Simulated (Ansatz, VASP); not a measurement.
# One calculation of IrC, two programs

The input INCAR:

```
PREC = Accurate
ENCUT = 520
EDIFF = 1E-7
ISMEAR = -1
SIGMA = 0.08
LREAL = False
LASPH = True
NELM = 100
ALGO = Normal
ISIF = 2
LWAVE = False
LCHARG = False
GGA = PE
NBANDS = 14
```

KPOINTS

```
regular mesh
0
Gamma
  16 16 16
```

File POSCAR:

```
IrC
1.0
    0.0000000000      2.0318194769      2.0318194769
    2.0318194769      0.0000000000      2.0318194769
    2.0318194769      2.0318194769      0.0000000000
Ir C
1 1
Direct
    0.0000000000      0.0000000000      0.0000000000
    0.2500000000      0.2500000000      0.2500000000
```

Input for Ansatz:

```yaml
crystal:
  lattice:
    - [0.0, 2.0318194769, 2.0318194769]
    - [2.0318194769, 0.0, 2.0318194769]
    - [2.0318194769, 2.0318194769, 0.0]
  atoms:
    - { symbol: Ir, position: [0.0, 0.0, 0.0] }
    - { symbol: C, position: [0.25, 0.25, 0.25] }
kpoints:
  mp_grid: { grid: [16, 16, 16] }
scf:
  occupations: { method: fermi_dirac, width: 0.08 }
hamiltonian:
  xc: pbe
  pseudopotentials: { kind: paw }
output:
  forces: true
  stress: true
  eigenvalues: true
  populations: true
  write_density: true
  write_potential: true
  elf: true
  volumetric_format: npy
```

Change from the starting cell: volume scaled by 0.68, PAW files.

Alike in both runs: task single point; functional PBE; k mesh 16 × 16 × 16; occupations fermi-dirac, width 0.08 eV; no spin polarisation.

```csv
,VASP,Ansatz
version,VASP 6.6.1,Ansatz 0.2.0
potentials or method,"VASP PAW PBE potentials, release 64 (Ir, C)","PAW with Ansatz's default frozen-core files, scalar-relativistic"
plane-wave cutoff (eV),520,420
valence electrons in the cell,13,21
```

```csv
,VASP,Ansatz,Ansatz less VASP
pressure (GPa),257.9,247.2,-10.73
```

Both programs put the cell under a high pressure, so it lies far from rest at this level. VASP's potentials hold 13 valence electrons a cell and Ansatz's 21, so a difference there can come from the potentials and not from the codes.

Spin-orbit coupling is off throughout. Noted on VASP's run: the cell as given lies far from equilibrium.
